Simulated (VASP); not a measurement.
# KTaO3 (Pm-3m) in VASP: further runs

Aim: see how the results for KTaO3 move with the level of theory and the settings. Levels: PBE, r2SCAN, LDA. Tasks: single point, relaxation of cell and atoms.

Everything below comes from runs of VASP 6.6.1. Logs are shortened: lines on timing, memory, paths and dates and some standing lists are left out, and cuts for length are marked.

## Step 1: The cell of the first run

Symmetry: Pm-3m, No. 221, cubic system. The conventional cell has a = 4.024 Å, b = 4.024 Å, c = 4.024 Å, α = 90.00°, β = 90.00°, γ = 90.00°. Within 2.7 Å of Ta (site symmetry m-3m) lie 6 O at 2.01 Å. Within 3.7 Å of K (site symmetry m-3m) lie 12 O at 2.85 Å and 8 Ta at 3.49 Å. O (site symmetry 4/mmm) has 2 Ta at 2.01 Å within 2.7 Å.

## Step 2: Single point, PBE

INCAR

```
SYSTEM = KTaO3
ALGO = Normal
EDIFF = 1E-6
ENCUT = 520
GGA = PE
ISIF = 2
ISMEAR = -1
LASPH = .True.
LCHARG = .True.
LELF = .True.
LREAL = .False.
LVHAR = .True.
LWAVE = .False.
NBANDS = 27
NELM = 60
PREC = Accurate
SIGMA = 0.05
```

KPOINTS

```
k-points
0
Gamma
  7 7 7
  0 0 0
```

POSCAR

```
KTaO3
1.0
    4.0243760766      0.0000000000      0.0000000000
    0.0000000000      4.0243760766      0.0000000000
    0.0000000000      0.0000000000      4.0243760766
Ta K O
1 1 3
Direct
    0.0000000000      0.0000000000      0.0000000000
    0.5000000000      0.5000000000      0.5000000000
    0.0000000000      0.0000000000      0.5000000000
    0.0000000000      0.5000000000      0.0000000000
    0.5000000000      0.0000000000      0.0000000000
```

Potentials or basis: VASP PAW PBE potentials, release 64 (Ta_pv, K_sv, O).

Command:

```
$ cat potpaw_PBE.64/Ta_pv/POTCAR potpaw_PBE.64/K_sv/POTCAR potpaw_PBE.64/O/POTCAR > POTCAR
$ mpirun -np 1 vasp_std > vasp.out
```

OUTCAR:

```text
SYSTEM = KTaO3
   EDIFF = 1E-6
   ENCUT = 520
   GGA = PE
   ISIF = 2
   ISMEAR = -1
   LASPH = .True.
   LREAL = .False.
   NELM = 60
   PREC = Accurate

 ion  position               nearest neighbor table
   1  0.000  0.000  0.000-   3 2.01   4 2.01   5 2.01   3 2.01   4 2.01   5 2.01   2 3.49   2 3.49
                             2 3.49   2 3.49   2 3.49   2 3.49   2 3.49   2 3.49
   2  0.500  0.500  0.500-   3 2.85   4 2.85   5 2.85   4 2.85   5 2.85   3 2.85   5 2.85   5 2.85
                             3 2.85   4 2.85   4 2.85   3 2.85   1 3.49   1 3.49   1 3.49   1 3.49
   3  0.000  0.000  0.500-   1 2.01   1 2.01   2 2.85   2 2.85   2 2.85   2 2.85
   4  0.000  0.500  0.000-   1 2.01   1 2.01   2 2.85   2 2.85   2 2.85   2 2.85
   5  0.500  0.000  0.000-   1 2.01   1 2.01   2 2.85   2 2.85   2 2.85   2 2.85

  LATTYP: Found a simple cubic cell.
 ALAT       =     4.0243760766

  Lattice vectors:

 A1 = (   4.0243760766,   0.0000000000,   0.0000000000)
 A2 = (   0.0000000000,   4.0243760766,   0.0000000000)
 A3 = (   0.0000000000,   0.0000000000,   4.0243760766)

Analysis of symmetry for initial positions (statically):
=====================================================================
 Subroutine PRICEL returns:
 Original cell was already a primitive cell.

 Routine SETGRP: Setting up the symmetry group for a
 simple cubic supercell.

 Subroutine GETGRP returns: Found 48 space group operations
 (whereof 48 operations were pure point group operations)
 out of a pool of 48 trial point group operations.

The static configuration has the point symmetry O_h .

Analysis of symmetry for dynamics (positions and initial velocities):
=====================================================================
 Subroutine PRICEL returns:
 Original cell was already a primitive cell.

 Routine SETGRP: Setting up the symmetry group for a
 simple cubic supercell.

 Subroutine GETGRP returns: Found 48 space group operations
 (whereof 48 operations were pure point group operations)
 out of a pool of 48 trial point group operations.

The dynamic configuration has the point symmetry O_h .

 Subroutine INISYM returns: Found 48 space group operations
 (whereof 48 operations are pure point group operations),
 and found     1 'primitive' translations

----------------------------------------------------------------------------------------

                                     Primitive cell

  volume of cell :      65.1772

  direct lattice vectors                    reciprocal lattice vectors
     4.024376077  0.000000000  0.000000000     0.248485723  0.000000000  0.000000000
     0.000000000  4.024376077  0.000000000     0.000000000  0.248485723  0.000000000
     0.000000000  0.000000000  4.024376077     0.000000000  0.000000000  0.248485723

  length of vectors
     4.024376077  4.024376077  4.024376077     0.248485723  0.248485723  0.248485723

  position of ions in fractional coordinates (direct lattice)
     0.000000000  0.000000000  0.000000000
     0.500000000  0.500000000  0.500000000
     0.000000000  0.000000000  0.500000000
     0.000000000  0.500000000  0.000000000
     0.500000000  0.000000000  0.000000000

  ion indices of the primitive-cell ions
   primitive index   ion index
                 1           1
                 2           2
                 3           3
                 4           4
                 5           5

----------------------------------------------------------------------------------------

 KPOINTS: k-points

Automatic generation of k-mesh.
 Grid dimensions read from file:
 generate k-points for:    7    7    7

 Generating k-lattice:

  Cartesian coordinates                     Fractional coordinates (reciprocal lattice)
     0.035497960  0.000000000  0.000000000     0.142857143  0.000000000  0.000000000
     0.000000000  0.035497960  0.000000000     0.000000000  0.142857143  0.000000000
     0.000000000  0.000000000  0.035497960     0.000000000  0.000000000  0.142857143

  Length of vectors
     0.035497960  0.035497960  0.035497960

  Shift w.r.t. Gamma in fractional coordinates (k-lattice)
     0.000000000  0.000000000  0.000000000

 Subroutine IBZKPT returns following result:
 ===========================================

 Found     20 irreducible k-points:

 Following reciprocal coordinates:
            Coordinates               Weight
  0.000000  0.000000  0.000000      1.000000
  0.142857  0.000000  0.000000      6.000000
  0.285714  0.000000  0.000000      6.000000
  0.428571  0.000000  0.000000      6.000000
  0.142857  0.142857  0.000000     12.000000
  0.285714  0.142857  0.000000     24.000000
[... 12 lines left out ...]
  0.428571  0.428571  0.285714     24.000000
  0.428571  0.428571  0.428571      8.000000
   k-points           NKPTS =     20   k-points in BZ     NKDIM =     20   number of bands    NBANDS=     27
   number of dos      NEDOS =    301   number of ions     NIONS =      5
   total plane-waves  NPLWV =  27000
   dimension x,y,z NGX =    30 NGY =   30 NGZ =   30
   dimension x,y,z NGXF=    60 NGYF=   60 NGZF=   60
   ions per type =               1   1   3
   NGX,Y,Z   is equivalent  to a cutoff of  12.39, 12.39, 12.39 a.u.
   NGXF,Y,Z  is equivalent  to a cutoff of  24.79, 24.79, 24.79 a.u.
 SYSTEM =  KTaO3
   PREC   = accura    normal or accurate (medium, high low for compatibility)
   ISTART =      0    job   : 0-new  1-cont  2-samecut
   ICHARG =      2    charge: 1-file 2-atom 10-const
   ISPIN  =      1    spin polarized calculation?
   LNONCOLLINEAR =      F non collinear calculations
   LSORBIT =      F    spin-orbit coupling
   LASPH  =      T    aspherical Exc in radial PAW
   ENCUT  =  520.0 eV  38.22 Ry    6.18 a.u.   7.48  7.48  7.48*2*pi/ulx,y,z
   NELM   =     60;   NELMIN=  2; NELMDL= -5     # of ELM steps
   EDIFF  = 0.1E-05   stopping-criterion for ELM
   LREAL  =      F    real-space projection
   EDIFFG = 0.1E-04   stopping-criterion for IOM
   NSW    =      0    number of steps for IOM
   IBRION =     -1    ionic relax: 0-MD 1-quasi-New 2-CG
   NFREE  =      0    steps in history (QN), initial steepest desc. (CG)
   ISIF   =      2    stress and relaxation
   ISYM   =      2    0-nonsym 1-usesym 2-fastsym
   POTIM  = 0.5000    time-step for ionic-motion
   TEBEG  =    0.0;   TEEND  =   0.0 temperature during run
   PSTRESS=    0.0 pullay stress
   NELECT =      38.0000    total number of electrons
   NUPDOWN=      -1.0000    fix difference up-down
   EMIN   =  10.00;   EMAX   =-10.00  energy-range for DOS
   EFERMI =   0.00;   METHOD = LEGACY
   ISMEAR =    -1;   SIGMA  =   0.05  broadening in eV -4-tet -1-fermi 0-gaus
   EFERMI_NEDOS =   21; number of points for ismear=-14 and -15
   IALGO  =     38    algorithm
   IMIX   =      4    mixing-type and parameters
     AMIX     =   0.40;   BMIX     =  1.00
     AMIX_MAG =   1.60;   BMIX_MAG =  1.00
  volume/ion in A,a.u.               =      13.04        87.97
  Fermi-wavevector in a.u.,A,eV,Ry     =   1.367637  2.584459 25.448754  1.870431
  Thomas-Fermi vector in A             =   2.493672
   LORBIT       =      0    0 simple, 1 ext, 2 COOP (PROOUT), +10 PAW based schemes
   GGA     = PE    functional components
   LHFCALC =     F    Hartree Fock is set to
   AEXX    =    0.0000 exact exchange contribution
   IVDW    =     0    specifies the selected vdW correction
   LEPSILON=     F    determine dielectric tensor
   LRPA    =     F    only Hartree local field effects (RPA)
 non-spin polarized calculation
  energy-cutoff  :      520.00
  volume of cell :       65.18
 maximum number of plane-waves:      1775
 NGX is ok and might be reduce to    30
   NGX = 15   NGY = 15   NGZ = 15

 number of electron      37.9999979 magnetization

 Free energy of the ion-electron system (eV)
  ---------------------------------------------------
  ext. energy  EPLUGINS =         0.00000000
  ---------------------------------------------------
  free energy    TOTEN  =       -41.06727448 eV

  energy without entropy =      -41.06727448  energy(sigma->0) =      -41.06727448

 E-fermi :   2.6908     XC(G=0): -10.7338

 val. band max:        1.5632608527   @ k =   0.4286   0.4286   0.4286
 cond. band min:       3.7347040445   @ k =   0.0000   0.0000   0.0000
 fundamental gap:      2.1714431918
 Fermi energy:         2.6908156720

 k-point     1 :       0.0000    0.0000    0.0000
  band No.  band energies     occupation
      1     -32.6268      2.00000
      2     -32.6268      2.00000
      3     -32.6268      2.00000
      4     -25.7274      2.00000
      5     -15.8341      2.00000
      6     -15.1368      2.00000
[... 19 lines left out ...]
     26       9.6842      0.00000
     27       9.6842      0.00000

 k-point     2 :       0.1429    0.0000    0.0000
  band No.  band energies     occupation
      1     -32.6418      2.00000
      2     -32.6262      2.00000
      3     -32.6262      2.00000
      4     -25.7229      2.00000
      5     -15.7794      2.00000
      6     -15.1329      2.00000
[... 19 lines left out ...]
     26       9.9295      0.00000
     27       9.9686      0.00000

 k-point     3 :       0.2857    0.0000    0.0000
  band No.  band energies     occupation
      1     -32.6754      2.00000
      2     -32.6250      2.00000
      3     -32.6250      2.00000
      4     -25.7128      2.00000
      5     -15.7236      2.00000
      6     -15.1240      2.00000
[... 19 lines left out ...]
     26      10.5068      0.00000
     27      10.9683      0.00000

 k-point     4 :       0.4286    0.0000    0.0000
  band No.  band energies     occupation
      1     -32.7020      2.00000
      2     -32.6239      2.00000
      3     -32.6239      2.00000
      4     -25.7048      2.00000
      5     -15.7186      2.00000
      6     -15.1168      2.00000
[... 19 lines left out ...]
     26      11.0038      0.00000
     27      12.0857      0.00000
[... 396 lines left out ...]
      4     -25.6885      2.00000
      5     -14.9163      2.00000
      6     -14.6404      2.00000
[... 19 lines left out ...]
     26      11.9627      0.00000
     27      12.4339      0.00000

 k-point    19 :       0.4286    0.4286    0.2857
  band No.  band energies     occupation
      1     -32.6964      2.00000
      2     -32.6963      2.00000
      3     -32.6690      2.00000
      4     -25.6839      2.00000
      5     -14.7682      2.00000
      6     -14.3876      2.00000
[... 19 lines left out ...]
     26      12.3429      0.00000
     27      12.7094      0.00000

 k-point    20 :       0.4286    0.4286    0.4286
  band No.  band energies     occupation
      1     -32.6952      2.00000
      2     -32.6951      2.00000
      3     -32.6951      2.00000
      4     -25.6793      2.00000
      5     -14.3981      2.00000
      6     -14.3414      2.00000
[... 19 lines left out ...]
     26      12.5289      0.00000
     27      13.5115      0.00000

------------------------ aborting loop because EDIFF is reached ----------------------------------------

  FORCE on cell =-STRESS in cart. coord.  units (eV):
  Direction    XX          YY          ZZ          XY          YZ          ZX
  --------------------------------------------------------------------------------------
  -------------------------------------------------------------------------------------
  Total        0.2388594      0.2388594      0.2388594      0.0000000      0.0000000     -0.0000000
  in kB        5.8716104      5.8716104      5.8716104      0.0000000      0.0000000     -0.0000000
  external PRESSURE =       5.8716104 kB  Pullay stress =       0.0000000 kB

 VOLUME and BASIS-vectors are now :
 -----------------------------------------------------------------------------
  energy-cutoff  :      520.00
  volume of cell :       65.18
      direct lattice vectors                 reciprocal lattice vectors
     4.024376077  0.000000000  0.000000000     0.248485723  0.000000000  0.000000000
     0.000000000  4.024376077  0.000000000     0.000000000  0.248485723  0.000000000
     0.000000000  0.000000000  4.024376077     0.000000000  0.000000000  0.248485723

 POSITION                                       TOTAL-FORCE (eV/Angst)
 -----------------------------------------------------------------------------------
      0.00000      0.00000      0.00000         0.000000      0.000000      0.000000
      2.01219      2.01219      2.01219         0.000000      0.000000      0.000000
      0.00000      0.00000      2.01219         0.000000      0.000000      0.000000
      0.00000      2.01219      0.00000         0.000000      0.000000      0.000000
      2.01219      0.00000      0.00000         0.000000      0.000000      0.000000
 -----------------------------------------------------------------------------------
    total drift:                                0.000000     -0.000000      0.000000

  FREE ENERGIE OF THE ION-ELECTRON SYSTEM (eV)
  ---------------------------------------------------
  free  energy   TOTEN  =       -41.0672744817 eV

  energy  without entropy=      -41.0672744816  energy(sigma->0) =      -41.06727448
```

Wall time 31 s (1 thread of Intel Xeon Platinum 8259CL at 2.50GHz (Skylake/Cascade Lake), shared host); peak memory 0.18 GiB.

What came out:

| Item | Value |
| --- | --- |
| Free energy | -41.0673 eV |
| Pressure | 0.6 GPa |
| Band gap on the k mesh | 2.17 eV (least direct gap 2.75 eV) |

Levels at points of the mesh, in eV from the valence-band top:
```
           k point  band 15  band 16  band 17  band 18  band 19  band 20  band 21  band 22  band 23  band 24
(0.00, 0.00, 0.00)    -0.96    -0.96    -0.58    -0.58    -0.58     2.17     2.17     2.17     6.47     6.51
```

Caveat: spin-orbit coupling is left out, which moves the levels of the heavy elements; an odd mesh through Γ misses points on the zone boundary, where band edges can lie.

## Step 3: Single point, r2SCAN

This run uses another cell than the first one, of 12.71 Å³/atom.

POSCAR, as its differences from that of step 2:

```diff
@@ -2,5 +2,5 @@
 1.0
-    4.0243760766      0.0000000000      0.0000000000
-    0.0000000000      4.0243760766      0.0000000000
-    0.0000000000      0.0000000000      4.0243760766
+    3.9901849267      0.0000000000      0.0000000000
+    0.0000000000      3.9901849267      0.0000000000
+    0.0000000000      0.0000000000      3.9901849267
 Ta K O
```

INCAR.step1

```
SYSTEM = KTaO3
  PREC = Accurate
  ENCUT = 520
  ISMEAR = -1
  SIGMA = 0.05
  LREAL = .False.
  LASPH = .True.
  NELM = 80
  NBANDS = 27
  GGA = PE
  ALGO = Normal
  EDIFF = 1E-4
  LWAVE = .True.
  LCHARG = .False.
```

INCAR.step2

```
SYSTEM = KTaO3
  PREC = Accurate
  ENCUT = 520
  EDIFF = 1E-7
  ISMEAR = -1
  SIGMA = 0.05
  LREAL = .False.
  LASPH = .True.
  NELM = 80
  ALGO = Normal
  ISIF = 2
  LWAVE = .False.
  LCHARG = .False.
  METAGGA = R2SCAN
  LMIXTAU = .True.
  NBANDS = 27
  ISTART = 1
```

KPOINTS

```
regular mesh
0
Gamma
  7 7 7
  0 0 0
```

Potentials or basis: VASP PAW PBE potentials, release 64 (Ta_pv, K_sv, O).

Command:

```
$ cat potpaw_PBE.64/Ta_pv/POTCAR potpaw_PBE.64/K_sv/POTCAR potpaw_PBE.64/O/POTCAR > POTCAR
$ cp INCAR.step1 INCAR
$ mpirun -np 1 vasp_std > vasp.out
$ cp INCAR.step2 INCAR
$ mpirun -np 1 vasp_std > vasp.out
```

Run time: 2 min. Hardware: 1 thread of Intel Xeon Platinum 8259CL at 2.50GHz (Skylake/Cascade Lake), shared host; peak memory 0.19 GiB.

It converged, with:

```yaml
Free_energy: -87.1633 eV
Pressure: 0.9 GPa
Band_gap_on_the_k_mesh: 2.66 eV (least direct gap 3.25 eV)
```

Levels at points of the mesh, in eV from the valence-band top:
```
           k point  band 17  band 18  band 19  band 20  band 21  band 22
(0.00, 0.00, 0.00)    -0.59    -0.59    -0.59     2.66     2.66     2.66
```

Caveat: the PAW data sets were made with another functional, which shifts forces and pressure a little; spin-orbit coupling is left out, which moves the levels of the heavy elements; an odd mesh through Γ misses points on the zone boundary, where band edges can lie.

## Step 4: Relaxation of cell and atoms, r2SCAN

This run uses another cell than the first one, of 12.69 Å³/atom.

POSCAR, as its differences from that of step 3:

```diff
@@ -2,5 +2,5 @@
 1.0
-    3.9901849267      0.0000000000      0.0000000000
-    0.0000000000      3.9901849267      0.0000000000
-    0.0000000000      0.0000000000      3.9901849267
+    3.9883000000      0.0000000000      0.0000000000
+    0.0000000000      3.9883000000      0.0000000000
+    0.0000000000      0.0000000000      3.9883000000
 Ta K O
```

INCAR.step1

```
ALGO = Normal
EDIFF = 1E-4
ENCUT = 600
GGA = PE
ISMEAR = -1
LASPH = T
LCHARG = F
LREAL = F
LWAVE = T
NELM = 60
PREC = Accurate
SIGMA = 0.05
```

INCAR.step2

```
ALGO = Normal
EDIFF = 1E-6
EDIFFG = -0.01
ENCUT = 600
IBRION = 2
ISIF = 3
ISMEAR = -1
ISTART = 1
LASPH = T
LCHARG = F
LMIXTAU = T
LREAL = F
LWAVE = F
METAGGA = R2SCAN
NELM = 60
NSW = 60
PREC = Accurate
SIGMA = 0.05
```

KPOINTS

```
k-points
0
Gamma
  7 7 7
```

Command:

```
$ cat potpaw_PBE.64/Ta_pv/POTCAR potpaw_PBE.64/K_sv/POTCAR potpaw_PBE.64/O/POTCAR > POTCAR
$ cp INCAR.step1 INCAR
$ mpirun -np 1 vasp_std > vasp.out
$ cp INCAR.step2 INCAR
$ mpirun -np 1 vasp_std > vasp.out
```

It took 3.1 min on 1 thread of Intel Xeon Platinum 8259CL at 2.50GHz (Skylake/Cascade Lake), shared host; peak memory 0.22 GiB.

The run converged. Its results:

```yaml
Free_energy: -87.1750 eV
Relaxed_volume: 12.75 Å³/atom
Relaxed_cell: a = 3.995 Å, b = 3.995 Å, c = 3.995 Å, α = 90.00°, β = 90.00°, γ = 90.00°
Space_group_after_relaxing_to_0.1_Å: Pm-3m (No. 221)
Energy_gained_by_relaxing: 0.2 meV/atom
Ionic_steps: 3
Pressure_after_relaxing: 0.0 GPa
Band_gap_on_the_k_mesh: 2.65 eV (least direct gap 3.24 eV)
```

The path:
```tsv
step	energy change (eV)	largest force (eV/Å)	pressure (GPa)	volume (Å³)
1	0.0000	0.0000	1.04	63.44
2	0.0011	0.0000	-1.47	64.20
3	-0.0010	0.0000	0.01	63.75
```

Final structure:
```xyz
5
Lattice="3.9948 0.0000 0.0000 0.0000 3.9948 0.0000 0.0000 0.0000 3.9948" Properties=species:S:1:pos:R:3 pbc="T T T"
Ta    0.0000    0.0000    0.0000
K     1.9974    1.9974    1.9974
O     0.0000    0.0000    1.9974
O     0.0000    1.9974    0.0000
O     1.9974    0.0000    0.0000
```

Levels at points of the mesh, in eV from the valence-band top:
| k point | band 15 | band 16 | band 17 | band 18 | band 19 | band 20 | band 21 | band 22 | band 23 |
| --- | --- | --- | --- | --- | --- | --- | --- | --- | --- |
| (0.00, 0.00, 0.00) | -1.03 | -1.03 | -0.59 | -0.59 | -0.59 | 2.65 | 2.65 | 2.65 | 7.08 |

Caveat: the PAW data sets were made with another functional, which shifts forces and pressure a little; spin-orbit coupling is left out, which moves the levels of the heavy elements; an odd mesh through Γ misses points on the zone boundary, where band edges can lie.

(Part 1 of 2 ends here.)
